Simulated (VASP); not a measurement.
# KBr (Pm-3m) in VASP: electric field gradients with r2SCAN

Aim: the electric field gradients of KBr with r2SCAN.

Everything below comes from runs of VASP 6.6.1. Logs are shortened: lines on timing, memory, paths and dates and some standing lists are left out, and cuts for length are marked.

### 1 The cell of the first run

Symmetry: Pm-3m, No. 221, cubic system. Conventional cell: a = 3.976 Å, b = 3.976 Å, c = 3.976 Å, α = 90.00°, β = 90.00°, γ = 90.00°. Within 4.5 Å of K (site symmetry m-3m) lie 8 Br at 3.44 Å and 6 K at 3.98 Å. Within 4.5 Å of Br (site symmetry m-3m) lie 8 K at 3.44 Å and 6 Br at 3.98 Å.

### 2 Electric field gradients, r2SCAN

POSCAR reads:

```
KBr
1.0
    3.9757950588      0.0000000000      0.0000000000
    0.0000000000      3.9757950588      0.0000000000
    0.0000000000      0.0000000000      3.9757950588
K Br
1 1
Direct
    0.0000000000      0.0000000000      0.0000000000
    0.5000000000      0.5000000000      0.5000000000
```

INCAR.step1 reads:

```
  PREC = Accurate
  ENCUT = 520
  ISMEAR = -1
  SIGMA = 0.02
  LREAL = F
  LASPH = T
  NELM = 100
  NBANDS = 15
  GGA = PE
  ALGO = Normal
  EDIFF = 1E-4
  LWAVE = T
  LCHARG = F
```

INCAR.step2 reads:

```
  PREC = Accurate
  ENCUT = 520
  EDIFF = 1E-8
  ISMEAR = -1
  SIGMA = 0.02
  LREAL = F
  LASPH = T
  NELM = 100
  ALGO = Normal
  ISIF = 2
  LWAVE = F
  LCHARG = F
  METAGGA = R2SCAN
  LMIXTAU = T
  LEFG = T
  NBANDS = 15
  ISTART = 1
```

KPOINTS reads:

```
Automatic mesh
0
Gamma
  7 7 7
```

Potentials or basis: VASP PAW PBE potentials, release 64 (K_sv, Br).

Started as:

```
$ cat potpaw_PBE.64/K_sv/POTCAR potpaw_PBE.64/Br/POTCAR > POTCAR
$ cp INCAR.step1 INCAR
$ mpirun -np 1 vasp_std > vasp.out
$ cp INCAR.step2 INCAR
$ mpirun -np 1 vasp_std > vasp.out
```

OUTCAR:

```text
PREC = Accurate
   ENCUT = 520
   EDIFF = 1E-8
   ISMEAR = -1
   LREAL = F
   LASPH = T
   NELM = 100
   ISIF = 2
   METAGGA = R2SCAN
   ISTART = 1

 ion  position               nearest neighbor table
   1  0.000  0.000  0.000-
   2  0.500  0.500  0.500-

  LATTYP: Found a simple cubic cell.
 ALAT       =     3.9757950588

  Lattice vectors:

 A1 = (   3.9757950588,   0.0000000000,   0.0000000000)
 A2 = (   0.0000000000,   3.9757950588,   0.0000000000)
 A3 = (   0.0000000000,   0.0000000000,   3.9757950588)

Analysis of symmetry for initial positions (statically):
=====================================================================
 Subroutine PRICEL returns:
 Original cell was already a primitive cell.

 Routine SETGRP: Setting up the symmetry group for a
 simple cubic supercell.

 Subroutine GETGRP returns: Found 48 space group operations
 (whereof 48 operations were pure point group operations)
 out of a pool of 48 trial point group operations.

The static configuration has the point symmetry O_h .

Analysis of symmetry for dynamics (positions and initial velocities):
=====================================================================
 Subroutine PRICEL returns:
 Original cell was already a primitive cell.

 Routine SETGRP: Setting up the symmetry group for a
 simple cubic supercell.

 Subroutine GETGRP returns: Found 48 space group operations
 (whereof 48 operations were pure point group operations)
 out of a pool of 48 trial point group operations.

The dynamic configuration has the point symmetry O_h .

 Subroutine INISYM returns: Found 48 space group operations
 (whereof 48 operations are pure point group operations),
 and found     1 'primitive' translations

----------------------------------------------------------------------------------------

                                     Primitive cell

  volume of cell :      62.8452

  direct lattice vectors                    reciprocal lattice vectors
     3.975795059  0.000000000  0.000000000     0.251522019  0.000000000  0.000000000
     0.000000000  3.975795059  0.000000000     0.000000000  0.251522019  0.000000000
     0.000000000  0.000000000  3.975795059     0.000000000  0.000000000  0.251522019

  length of vectors
     3.975795059  3.975795059  3.975795059     0.251522019  0.251522019  0.251522019

  position of ions in fractional coordinates (direct lattice)
     0.000000000  0.000000000  0.000000000
     0.500000000  0.500000000  0.500000000

  ion indices of the primitive-cell ions
   primitive index   ion index
                 1           1
                 2           2

----------------------------------------------------------------------------------------

 KPOINTS: Automatic mesh

Automatic generation of k-mesh.
 Grid dimensions read from file:
 generate k-points for:    7    7    7

 Generating k-lattice:

  Cartesian coordinates                     Fractional coordinates (reciprocal lattice)
     0.035931717  0.000000000  0.000000000     0.142857143  0.000000000  0.000000000
     0.000000000  0.035931717  0.000000000     0.000000000  0.142857143  0.000000000
     0.000000000  0.000000000  0.035931717     0.000000000  0.000000000  0.142857143

  Length of vectors
     0.035931717  0.035931717  0.035931717

  Shift w.r.t. Gamma in fractional coordinates (k-lattice)
     0.000000000  0.000000000  0.000000000

 Subroutine IBZKPT returns following result:
 ===========================================

 Found     20 irreducible k-points:

 Following reciprocal coordinates:
            Coordinates               Weight
  0.000000  0.000000  0.000000      1.000000
  0.142857  0.000000  0.000000      6.000000
  0.285714  0.000000  0.000000      6.000000
  0.428571  0.000000  0.000000      6.000000
  0.142857  0.142857  0.000000     12.000000
  0.285714  0.142857  0.000000     24.000000
[... 12 lines left out ...]
  0.428571  0.428571  0.285714     24.000000
  0.428571  0.428571  0.428571      8.000000
   k-points           NKPTS =     20   k-points in BZ     NKDIM =     20   number of bands    NBANDS=     15
   number of dos      NEDOS =    301   number of ions     NIONS =      2
   total plane-waves  NPLWV =  27000
   dimension x,y,z NGX =    30 NGY =   30 NGZ =   30
   dimension x,y,z NGXF=    60 NGYF=   60 NGZF=   60
   ions per type =               1   1
   NGX,Y,Z   is equivalent  to a cutoff of  12.54, 12.54, 12.54 a.u.
   NGXF,Y,Z  is equivalent  to a cutoff of  25.09, 25.09, 25.09 a.u.
 SYSTEM =  unknown system
   PREC   = accura    normal or accurate (medium, high low for compatibility)
   ISTART =      1    job   : 0-new  1-cont  2-samecut
   ICHARG =      0    charge: 1-file 2-atom 10-const
   ISPIN  =      1    spin polarized calculation?
   LNONCOLLINEAR =      F non collinear calculations
   LSORBIT =      F    spin-orbit coupling
   LASPH  =      T    aspherical Exc in radial PAW
   ENCUT  =  520.0 eV  38.22 Ry    6.18 a.u.   7.39  7.39  7.39*2*pi/ulx,y,z
   NELM   =    100;   NELMIN=  2; NELMDL=  0     # of ELM steps
   EDIFF  = 0.1E-07   stopping-criterion for ELM
   LREAL  =      F    real-space projection
   EDIFFG = 0.1E-06   stopping-criterion for IOM
   NSW    =      0    number of steps for IOM
   IBRION =     -1    ionic relax: 0-MD 1-quasi-New 2-CG
   NFREE  =      0    steps in history (QN), initial steepest desc. (CG)
   ISIF   =      2    stress and relaxation
   ISYM   =      2    0-nonsym 1-usesym 2-fastsym
   POTIM  = 0.5000    time-step for ionic-motion
   TEBEG  =    0.0;   TEEND  =   0.0 temperature during run
   PSTRESS=    0.0 pullay stress
   NELECT =      16.0000    total number of electrons
   NUPDOWN=      -1.0000    fix difference up-down
   EMIN   =  10.00;   EMAX   =-10.00  energy-range for DOS
   EFERMI =   0.00;   METHOD = LEGACY
   ISMEAR =    -1;   SIGMA  =   0.02  broadening in eV -4-tet -1-fermi 0-gaus
   EFERMI_NEDOS =   21; number of points for ismear=-14 and -15
   IALGO  =     38    algorithm
   IMIX   =      4    mixing-type and parameters
     AMIX     =   0.40;   BMIX     =  1.00
     AMIX_MAG =   1.60;   BMIX_MAG =  1.00
  volume/ion in A,a.u.               =      31.42       212.05
  Fermi-wavevector in a.u.,A,eV,Ry     =   1.037586  1.960754 14.647829  1.076585
  Thomas-Fermi vector in A             =   2.172031
   LORBIT       =      0    0 simple, 1 ext, 2 COOP (PROOUT), +10 PAW based schemes
   METAGGA = R2SCAN    functional components
   LHFCALC =     F    Hartree Fock is set to
   AEXX    =    0.0000 exact exchange contribution
   IVDW    =     0    specifies the selected vdW correction
   LEPSILON=     F    determine dielectric tensor
   LRPA    =     F    only Hartree local field effects (RPA)
 non-spin polarized calculation
  energy-cutoff  :      520.00
  volume of cell :       62.85
 maximum number of plane-waves:      1743
 NGX is ok and might be reduce to    30
   NGX = 15   NGY = 15   NGZ = 15

 number of electron      15.9999996 magnetization

 Free energy of the ion-electron system (eV)
  ---------------------------------------------------
  ext. energy  EPLUGINS =         0.00000000
  ---------------------------------------------------
  free energy    TOTEN  =       -23.14375286 eV

  energy without entropy =      -23.14375286  energy(sigma->0) =      -23.14375286

 E-fermi :  -0.4475     XC(G=0):  -8.4227

 val. band max:       -0.9156800943   @ k =   0.4286   0.4286   0.0000
 cond. band min:       3.8831623712   @ k =   0.0000   0.0000   0.0000
 fundamental gap:      4.7988424655
 Fermi energy:        -0.4475267016

 k-point     1 :       0.0000    0.0000    0.0000
  band No.  band energies     occupation
      1     -30.6347      2.00000
      2     -14.2177      2.00000
      3     -13.2863      2.00000
      4     -13.2863      2.00000
      5     -13.2863      2.00000
      6      -1.1692      2.00000
      7      -1.1692      2.00000
      8      -1.1692      2.00000
      9       3.8832      0.00000
     10       5.4604      0.00000
     11       5.4604      0.00000
     12       9.6664      0.00000
     13       9.6664      0.00000
     14       9.6664      0.00000
     15      12.3734      0.00000
[... 325 lines left out ...]
 k-point    20 :       0.4286    0.4286    0.4286
  band No.  band energies     occupation
      1     -30.6020      2.00000
      2     -13.8032      2.00000
      3     -13.4043      2.00000
      4     -13.4043      2.00000
      5     -13.4007      2.00000
      6      -2.3944      2.00000
      7      -2.3944      2.00000
      8      -2.3644      2.00000
      9       6.9719      0.00000
     10       7.2349      0.00000
     11       7.2349      0.00000
     12       9.3346      0.00000
     13       9.5127      0.00000
     14       9.5127      0.00000
     15      11.3146      0.00000

------------------------ aborting loop because EDIFF is reached ----------------------------------------

  FORCE on cell =-STRESS in cart. coord.  units (eV):
  Direction    XX          YY          ZZ          XY          YZ          ZX
  --------------------------------------------------------------------------------------
  -------------------------------------------------------------------------------------
  Total       -0.0026473     -0.0026473     -0.0026473      0.0000000     -0.0000000      0.0000000
  in kB       -0.0674894     -0.0674894     -0.0674894      0.0000000     -0.0000000      0.0000000
  external PRESSURE =      -0.0674894 kB  Pullay stress =       0.0000000 kB

 VOLUME and BASIS-vectors are now :
 -----------------------------------------------------------------------------
  energy-cutoff  :      520.00
  volume of cell :       62.85
      direct lattice vectors                 reciprocal lattice vectors
     3.975795059  0.000000000  0.000000000     0.251522019  0.000000000  0.000000000
     0.000000000  3.975795059  0.000000000     0.000000000  0.251522019  0.000000000
     0.000000000  0.000000000  3.975795059     0.000000000  0.000000000  0.251522019

 POSITION                                       TOTAL-FORCE (eV/Angst)
 -----------------------------------------------------------------------------------
      0.00000      0.00000      0.00000         0.000000      0.000000      0.000000
      1.98790      1.98790      1.98790         0.000000      0.000000      0.000000
 -----------------------------------------------------------------------------------
    total drift:                                0.000000      0.000000     -0.000000

  FREE ENERGIE OF THE ION-ELECTRON SYSTEM (eV)
  ---------------------------------------------------
  free  energy   TOTEN  =       -23.1437528596 eV

  energy  without entropy=      -23.1437528596  energy(sigma->0) =      -23.14375286

 Electric field gradients (V/A^2)
---------------------------------------------------------------------
 ion       V_xx      V_yy      V_zz      V_xy      V_xz      V_yz
---------------------------------------------------------------------
   1       0.000     0.000     0.000     0.000     0.000     0.000
   2      -0.000    -0.000     0.000    -0.000    -0.000     0.000
---------------------------------------------------------------------

 Electric field gradients after diagonalization (V/A^2)
 (convention: |V_zz| > |V_xx| > |V_yy|)
----------------------------------------------------------------------
 ion       V_xx      V_yy      V_zz     asymmetry (V_yy - V_xx)/ V_zz
----------------------------------------------------------------------
   1       0.000     0.000     0.000      -0.126
   2       0.000    -0.000    -0.000       0.634
----------------------------------------------------------------------

           NMR quadrupolar parameters

 Cq : quadrupolar parameter    Cq=e*Q*V_zz/h
 eta: asymmetry parameters     (V_yy - V_xx)/ V_zz
 Q  : nuclear electric quadrupole moment in mb (millibarn)
----------------------------------------------------------------------
 ion       Cq(MHz)       eta       Q (mb)
----------------------------------------------------------------------
   1       0.000      -0.126       1.000
   2      -0.000       0.634       1.000
----------------------------------------------------------------------
```

It took 1.8 min on 1 thread of Intel Xeon Platinum 8259CL at 2.50GHz (Skylake/Cascade Lake), shared host; peak memory 0.18 GiB.

What came out:

```
Free energy                             : -23.1438 eV
Pressure                                : 0.0 GPa
Band gap on the k mesh                  : 4.80 eV (least direct gap 5.05 eV)
Largest electric field gradient by atom : under 0.05 V/Å² on every atom
```

Caveat: the PAW data sets were made with another functional, which shifts forces and pressure a little; an odd mesh through Γ misses points on the zone boundary, where band edges can lie.
